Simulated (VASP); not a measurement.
# Sr2W (Pnnm) in VASP: further runs

Runs on Sr2W. Level: PBE. Tasks: single point.

Everything below comes from runs of VASP 6.6.1. Logs are shortened: lines on timing, memory, paths and dates and some standing lists are left out, and cuts for length are marked.

## 1. The cell of the first run

Symmetry: Pnnm, No. 58, orthorhombic system. Conventional cell: a = 8.059 Å, b = 8.127 Å, c = 3.208 Å, α = 90.00°, β = 90.00°, γ = 90.00°. Sr (site symmetry m) has 3 W at 3.07 to 3.17 Å and 2 Sr at 3.21 Å within 4.0 Å. Within 4.0 Å of W (site symmetry 2/m) lie 6 Sr at 3.07 to 3.17 Å and 2 W at 3.21 Å.

## 2. Single point, PBE

INCAR

```
SYSTEM = Sr2W
  ALGO = Fast
  EDIFF = 1E-6
  ENCUT = 520
  GGA = PE
  ISIF = 2
  ISMEAR = 0
  LASPH = .True.
  LCHARG = .True.
  LELF = .True.
  LREAL = .False.
  LVHAR = .True.
  LWAVE = .False.
  NBANDS = 43
  NELM = 100
  PREC = Accurate
  SIGMA = 0.1
```

KPOINTS

```
k-points
0
Gamma
  2 2 6
  0 0 0
```

POSCAR

```
Sr2W
1.0
    8.0589266705      0.0000000000      0.0000000000
    0.0000000000      8.1274334377      0.0000000000
    0.0000000000      0.0000000000      3.2076819172
Sr W
4 2
Direct
    0.2776276211      0.8063671977      0.5000000000
    0.7776276211      0.6936328023      0.0000000000
    0.7223723789      0.1936328023      0.5000000000
    0.2223723789      0.3063671977      0.0000000000
    0.5000000000      0.5000000000      0.5000000000
    0.0000000000      0.0000000000      0.0000000000
```

Potentials or basis: VASP PAW PBE potentials, release 64 (Sr_sv, W_sv).

Run with:

```
$ cat potpaw_PBE.64/Sr_sv/POTCAR potpaw_PBE.64/W_sv/POTCAR > POTCAR
$ mpirun -np 1 vasp_std > vasp.out
```

OUTCAR:

```text
SYSTEM = Sr2W
   EDIFF = 1E-6
   ENCUT = 520
   GGA = PE
   ISIF = 2
   ISMEAR = 0
   LASPH = .True.
   LREAL = .False.
   NELM = 100
   PREC = Accurate

 ion  position               nearest neighbor table
   1  0.278  0.806  0.500-   5 3.07   6 3.17   6 3.17   4 4.39   4 4.39   4 4.39   4 4.39   2 4.43
                             2 4.43   2 4.43   2 4.43   3 4.77
   2  0.778  0.694  0.000-   6 3.07   5 3.17   5 3.17   3 4.39   3 4.39   3 4.39   3 4.39   1 4.43
                             1 4.43   1 4.43   1 4.43   4 4.77
   3  0.722  0.194  0.500-   5 3.07   6 3.17   6 3.17   2 4.39   2 4.39   2 4.39   2 4.39   4 4.43
                             4 4.43   4 4.43   4 4.43   1 4.77
   4  0.222  0.306  0.000-   6 3.07   5 3.17   5 3.17   1 4.39   1 4.39   1 4.39   1 4.39   3 4.43
                             3 4.43   3 4.43   3 4.43   2 4.77
   5  0.500  0.500  0.500-   1 3.07   3 3.07   2 3.17   4 3.17   2 3.17   4 3.17
   6  0.000  0.000  0.000-   2 3.07   4 3.07   3 3.17   1 3.17   1 3.17   3 3.17

  LATTYP: Found a simple orthorhombic cell.
 ALAT       =     3.2076819172
 B/A-ratio  =     2.5123833592
 C/A-ratio  =     2.5337404542

  Lattice vectors:

 A1 = (   0.0000000000,   0.0000000000,   3.2076819172)
 A2 = (   8.0589266705,   0.0000000000,   0.0000000000)
 A3 = (   0.0000000000,   8.1274334377,   0.0000000000)

Analysis of symmetry for initial positions (statically):
=====================================================================
 Subroutine PRICEL returns:
 Original cell was already a primitive cell.

 Routine SETGRP: Setting up the symmetry group for a
 simple orthorhombic supercell.

 Subroutine GETGRP returns: Found  8 space group operations
 (whereof  4 operations were pure point group operations)
 out of a pool of  8 trial point group operations.

The static configuration has the point symmetry C_2h.
 The point group associated with its full space group is D_2h.

Analysis of symmetry for dynamics (positions and initial velocities):
=====================================================================
 Subroutine PRICEL returns:
 Original cell was already a primitive cell.

 Routine SETGRP: Setting up the symmetry group for a
 simple orthorhombic supercell.

 Subroutine GETGRP returns: Found  8 space group operations
 (whereof  4 operations were pure point group operations)
 out of a pool of  8 trial point group operations.

The dynamic configuration has the point symmetry C_2h.
 The point group associated with its full space group is D_2h.

 Subroutine INISYM returns: Found  8 space group operations
 (whereof  4 operations are pure point group operations),
 and found     1 'primitive' translations

----------------------------------------------------------------------------------------

                                     Primitive cell

  volume of cell :     210.0980

  direct lattice vectors                    reciprocal lattice vectors
     8.058926671  0.000000000  0.000000000     0.124086003  0.000000000  0.000000000
     0.000000000  8.127433438  0.000000000     0.000000000  0.123040073  0.000000000
     0.000000000  0.000000000  3.207681917     0.000000000  0.000000000  0.311751609

  length of vectors
     8.058926671  8.127433438  3.207681917     0.124086003  0.123040073  0.311751609

  position of ions in fractional coordinates (direct lattice)
     0.277627621  0.806367198  0.500000000
     0.777627621  0.693632802  0.000000000
     0.722372379  0.193632802  0.500000000
     0.222372379  0.306367198  0.000000000
     0.500000000  0.500000000  0.500000000
     0.000000000  0.000000000  0.000000000

  ion indices of the primitive-cell ions
   primitive index   ion index
                 1           1
                 2           2
                 3           3
                 4           4
                 5           5
                 6           6

----------------------------------------------------------------------------------------

 KPOINTS: k-points

Automatic generation of k-mesh.
 Grid dimensions read from file:
 generate k-points for:    2    2    6

 Generating k-lattice:

  Cartesian coordinates                     Fractional coordinates (reciprocal lattice)
     0.062043002  0.000000000  0.000000000     0.500000000  0.000000000  0.000000000
     0.000000000  0.061520036  0.000000000     0.000000000  0.500000000  0.000000000
     0.000000000  0.000000000  0.051958602     0.000000000  0.000000000  0.166666667

  Length of vectors
     0.062043002  0.061520036  0.051958602

  Shift w.r.t. Gamma in fractional coordinates (k-lattice)
     0.000000000  0.000000000  0.000000000

 Subroutine IBZKPT returns following result:
 ===========================================

 Found     16 irreducible k-points:

 Following reciprocal coordinates:
            Coordinates               Weight
  0.000000  0.000000  0.000000      1.000000
  0.500000  0.000000  0.000000      1.000000
  0.000000  0.500000  0.000000      1.000000
  0.500000  0.500000  0.000000      1.000000
  0.000000  0.000000  0.166667      2.000000
  0.500000  0.000000  0.166667      2.000000
[... 8 lines left out ...]
  0.000000  0.500000  0.500000      1.000000
  0.500000  0.500000  0.500000      1.000000
   k-points           NKPTS =     16   k-points in BZ     NKDIM =     16   number of bands    NBANDS=     43
   number of dos      NEDOS =    301   number of ions     NIONS =      6
   total plane-waves  NPLWV =  86400
   dimension x,y,z NGX =    60 NGY =   60 NGZ =   24
   dimension x,y,z NGXF=   120 NGYF=  120 NGZF=   48
   ions per type =               4   2
   NGX,Y,Z   is equivalent  to a cutoff of  12.38, 12.27, 12.44 a.u.
   NGXF,Y,Z  is equivalent  to a cutoff of  24.75, 24.55, 24.88 a.u.
 SYSTEM =  Sr2W
   PREC   = accura    normal or accurate (medium, high low for compatibility)
   ISTART =      0    job   : 0-new  1-cont  2-samecut
   ICHARG =      2    charge: 1-file 2-atom 10-const
   ISPIN  =      1    spin polarized calculation?
   LNONCOLLINEAR =      F non collinear calculations
   LSORBIT =      F    spin-orbit coupling
   LASPH  =      T    aspherical Exc in radial PAW
   ENCUT  =  520.0 eV  38.22 Ry    6.18 a.u.  14.98 15.11  5.96*2*pi/ulx,y,z
   NELM   =    100;   NELMIN=  2; NELMDL= -5     # of ELM steps
   EDIFF  = 0.1E-05   stopping-criterion for ELM
   LREAL  =      F    real-space projection
   EDIFFG = 0.1E-04   stopping-criterion for IOM
   NSW    =      0    number of steps for IOM
   IBRION =     -1    ionic relax: 0-MD 1-quasi-New 2-CG
   NFREE  =      0    steps in history (QN), initial steepest desc. (CG)
   ISIF   =      2    stress and relaxation
   ISYM   =      2    0-nonsym 1-usesym 2-fastsym
   POTIM  = 0.5000    time-step for ionic-motion
   TEBEG  =    0.0;   TEEND  =   0.0 temperature during run
   PSTRESS=    0.0 pullay stress
   NELECT =      68.0000    total number of electrons
   NUPDOWN=      -1.0000    fix difference up-down
   EMIN   =  10.00;   EMAX   =-10.00  energy-range for DOS
   EFERMI =   0.00;   METHOD = LEGACY
   ISMEAR =     0;   SIGMA  =   0.10  broadening in eV -4-tet -1-fermi 0-gaus
   EFERMI_NEDOS =   21; number of points for ismear=-14 and -15
   IALGO  =     68    algorithm
   IMIX   =      4    mixing-type and parameters
     AMIX     =   0.40;   BMIX     =  1.00
     AMIX_MAG =   1.60;   BMIX_MAG =  1.00
  volume/ion in A,a.u.               =      35.02       236.30
  Fermi-wavevector in a.u.,A,eV,Ry     =   1.124011  2.124072 17.189605  1.263400
  Thomas-Fermi vector in A             =   2.260680
   LORBIT       =      0    0 simple, 1 ext, 2 COOP (PROOUT), +10 PAW based schemes
   GGA     = PE    functional components
   LHFCALC =     F    Hartree Fock is set to
   AEXX    =    0.0000 exact exchange contribution
   IVDW    =     0    specifies the selected vdW correction
   LEPSILON=     F    determine dielectric tensor
   LRPA    =     F    only Hartree local field effects (RPA)
 non-spin polarized calculation
 RMM-DIIS sequential band-by-band and
 Gauss-broadening in eV      SIGMA  =   0.10
  energy-cutoff  :      520.00
  volume of cell :      210.10
 maximum number of plane-waves:      5704
 NGX is ok and might be reduce to    60
   NGX = 29   NGY = 31   NGZ = 11

 number of electron      67.9999992 magnetization

 Free energy of the ion-electron system (eV)
  ---------------------------------------------------
  ext. energy  EPLUGINS =         0.00000000
  ---------------------------------------------------
  free energy    TOTEN  =       -23.93029256 eV

  energy without entropy =      -23.90361257  energy(sigma->0) =      -23.91695257

 E-fermi :   2.9583     XC(G=0):  -8.8519

 val. band max:        2.9575825917   @ k =   0.0000   0.0000   0.0000
 cond. band min:       3.0235799692   @ k =   0.0000   0.0000   0.1667
 fundamental gap:      0.0659973775
 Fermi energy:         2.9582598819

 k-point     1 :       0.0000    0.0000    0.0000
  band No.  band energies     occupation
      1     -70.5964      2.00000
      2     -70.5964      2.00000
      3     -34.7905      2.00000
      4     -34.7905      2.00000
      5     -34.7894      2.00000
      6     -34.7892      2.00000
[... 35 lines left out ...]
     42       4.5981      0.00000
     43       4.9215      0.00000

 k-point     2 :       0.5000    0.0000    0.0000
  band No.  band energies     occupation
      1     -70.5964      2.00000
      2     -70.5964      2.00000
      3     -34.7905      2.00000
      4     -34.7905      2.00000
      5     -34.7892      2.00000
      6     -34.7892      2.00000
[... 35 lines left out ...]
     42       4.9257      0.00000
     43       5.1551      0.00000

 k-point     3 :       0.0000    0.5000    0.0000
  band No.  band energies     occupation
      1     -70.5964      2.00000
      2     -70.5964      2.00000
      3     -34.7905      2.00000
      4     -34.7905      2.00000
      5     -34.7892      2.00000
      6     -34.7892      2.00000
[... 551 lines left out ...]
      6     -34.7720      2.00000
[... 35 lines left out ...]
     42       4.9466      0.00000
     43       6.2365      0.00000

 k-point    16 :       0.5000    0.5000    0.5000
  band No.  band energies     occupation
      1     -70.5896      2.00000
      2     -70.5896      2.00000
      3     -34.9700      2.00000
      4     -34.9700      2.00000
      5     -34.7720      2.00000
      6     -34.7720      2.00000
[... 35 lines left out ...]
     42       5.4453      0.00000
     43       6.1415      0.00000

------------------------ aborting loop because EDIFF is reached ----------------------------------------

  FORCE on cell =-STRESS in cart. coord.  units (eV):
  Direction    XX          YY          ZZ          XY          YZ          ZX
  --------------------------------------------------------------------------------------
  -------------------------------------------------------------------------------------
  Total       -0.0123196      0.1603467     -0.0360439      0.0000000      0.0000000      0.0000000
  in kB       -0.0939479      1.2227813     -0.2748653      0.0000000      0.0000000      0.0000000
  external PRESSURE =       0.2846560 kB  Pullay stress =       0.0000000 kB

 VOLUME and BASIS-vectors are now :
 -----------------------------------------------------------------------------
  energy-cutoff  :      520.00
  volume of cell :      210.10
      direct lattice vectors                 reciprocal lattice vectors
     8.058926671  0.000000000  0.000000000     0.124086003  0.000000000  0.000000000
     0.000000000  8.127433438  0.000000000     0.000000000  0.123040073  0.000000000
     0.000000000  0.000000000  3.207681917     0.000000000  0.000000000  0.311751609

 POSITION                                       TOTAL-FORCE (eV/Angst)
 -----------------------------------------------------------------------------------
      2.23738      6.55370      1.60384        -0.001028     -0.011171     -0.000000
      6.26684      5.63745      0.00000        -0.001028      0.011171     -0.000000
      5.82155      1.57374      1.60384         0.001028      0.011171      0.000000
      1.79208      2.48998      0.00000         0.001028     -0.011171      0.000000
      4.02946      4.06372      1.60384         0.000000      0.000000      0.000000
      0.00000      0.00000      0.00000         0.000000      0.000000      0.000000
 -----------------------------------------------------------------------------------
    total drift:                               -0.000000      0.000000      0.000000

  FREE ENERGIE OF THE ION-ELECTRON SYSTEM (eV)
  ---------------------------------------------------
  free  energy   TOTEN  =       -23.9302925601 eV

  energy  without entropy=      -23.9036125701  energy(sigma->0) =      -23.91695257
```

Run time: 1.8 min. Hardware: 1 thread of Intel Xeon 6975P-C (Granite Rapids), shared host; peak memory 0.35 GiB.

Results:

```yaml
Free_energy: -23.9303 eV
Pressure: 0.0 GPa
Largest_force: 0.011 eV/Å
Band_gap_on_the_k_mesh: zero (bands 34 and 35 overlap by 0.08 eV)
```

Forces in eV/Å, atoms in the order of the input:
```
Sr  -0.001 -0.011  0.000
Sr  -0.001  0.011  0.000
Sr   0.001  0.011  0.000
Sr   0.001 -0.011  0.000
W    0.000  0.000  0.000
W    0.000  0.000  0.000
```

Caveat: the k points lie up to 0.39 Å⁻¹ apart; spin-orbit coupling is left out, which moves the levels of the heavy elements.

## 3. Single point, PBE

This run uses another cell than the first one, of 28.50 Å³/atom.

INCAR

```
SYSTEM = Sr2W
ALGO = Fast ; EDIFF = 1E-6
ENCUT = 520 ; GGA = PE
ISIF = 2 ; ISMEAR = 0
LASPH = .TRUE. ; LCHARG = .FALSE.
LREAL = .FALSE. ; LWAVE = .FALSE.
NBANDS = 43 ; NELM = 60
PREC = Accurate ; SIGMA = 0.1
```

KPOINTS

```
k-points
0
G
  4 4 4
  0 0 0
```

POSCAR

```
Sr2W
1.0
    6.2704398381      0.0000000000      0.0000000000
    0.0000000000      6.4613666921      0.0000000000
    0.0000000000      0.0000000000      4.2204883525
Sr W
4 2
Direct
    0.2250000000      0.8250000000      0.5000000000
    0.7250000000      0.6750000000      0.0000000000
    0.7750000000      0.1750000000      0.5000000000
    0.2750000000      0.3250000000      0.0000000000
    0.5000000000      0.5000000000      0.5000000000
    0.0000000000      0.0000000000      0.0000000000
```

Potentials or basis: VASP PAW PBE potentials, release 64 (Sr_sv, W_sv).

Run with:

```
$ cat potpaw_PBE.64/Sr_sv/POTCAR potpaw_PBE.64/W_sv/POTCAR > POTCAR
$ mpirun -np 1 vasp_std > vasp.out
```

Run time: 3 min. Hardware: 1 thread of Intel Xeon 6975P-C (Granite Rapids), shared host; peak memory 0.35 GiB.

Results (log left out):

```yaml
Free_energy: -19.1539 eV
Pressure: 14.0 GPa
Largest_force: 0.870 eV/Å
Band_gap_on_the_k_mesh: zero (bands 34 and 35 overlap by 0.43 eV)
```

Forces in eV/Å, atoms in the order of the input:
```
Sr   0.768 -0.408  0.000
Sr   0.768  0.408  0.000
Sr  -0.768  0.408  0.000
Sr  -0.768 -0.408  0.000
W    0.000  0.000  0.000
W    0.000  0.000  0.000
```

Stress tensor (GPa, compression positive):
```
14.50  0.00  0.00
 0.00 13.30  0.00
 0.00  0.00 14.35
```

Levels at points of the mesh, in eV from the Fermi level:
```csv
k point,band 30,band 31,band 32,band 33,band 34,band 35,band 36,band 37,band 38,band 39
"(0.00, 0.00, 0.00)",-0.96,-0.77,-0.54,-0.53,-0.37,0.17,0.43,0.49,0.75,1.66
"(0.50, 0.00, 0.00)",-0.76,-0.70,-0.70,-0.41,-0.41,-0.22,-0.22,0.15,0.15,2.02
"(0.00, 0.50, 0.00)",-0.83,-0.63,-0.63,-0.27,-0.27,-0.26,-0.26,0.48,0.48,1.78
"(0.50, 0.50, 0.00)",-0.93,-0.87,-0.87,-0.59,-0.59,0.26,0.26,0.70,0.70,1.87
"(0.00, 0.00, 0.50)",-1.16,-0.67,-0.67,-0.03,-0.03,0.04,0.04,1.57,1.57,2.12
"(0.50, 0.00, 0.50)",-0.92,-0.17,-0.17,0.01,0.01,0.30,0.30,0.57,0.57,1.70
"(0.00, 0.50, 0.50)",-1.10,-0.45,-0.45,-0.09,-0.09,0.27,0.27,0.58,0.58,2.28
"(0.50, 0.50, 0.50)",-1.07,-0.62,-0.62,-0.14,-0.14,0.02,0.02,0.66,0.66,1.92
```

Caveat: the k points lie up to 0.37 Å⁻¹ apart; spin-orbit coupling is left out, which moves the levels of the heavy elements.

(Part 1 of 2 ends here.)

The gap in the log of VASP goes by the Fermi energy; the results here count the filled bands.